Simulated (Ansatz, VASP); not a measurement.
# Two plane-wave programs on Mg

```
Mg
1.0
     5.15920    0.00000    0.00000
    -2.57960    4.46800    0.00000
     0.00000    0.00000    2.93804
Mg
2
Cartesian
  0.0000 2.9787 0.0000
  2.5796 1.4893 0.0000
```

Alike in both runs: functional PBE; k mesh 6 × 6 × 6; occupations gaussian, width 0.1 eV; no spin polarisation.

Ansatz relaxed the structure, and its values are those at the end. VASP's run is a single point on that final structure, the one shown.

|  | VASP | Ansatz |
| --- | --- | --- |
| version | VASP 6.6.1 | Ansatz 0.2.0 |
| potentials or method | VASP PAW PBE potentials, release 64 (Mg), cutoff 520 eV | scalar-relativistic, plane waves, PAW |
| valence electrons in the cell | 4 | 20 |

|  | VASP | Ansatz | Ansatz less VASP |
| --- | --- | --- | --- |
| gap on the k mesh at the Fermi level (eV) | none | none | - |
| pressure (GPa) | 0.2 | 0.3 | +0.04 |

A gap of «none» marks a metal or a gap that the smearing closes. VASP's potentials hold 4 valence electrons a cell and Ansatz's 20, so a difference there can come from the potentials and not from the codes.
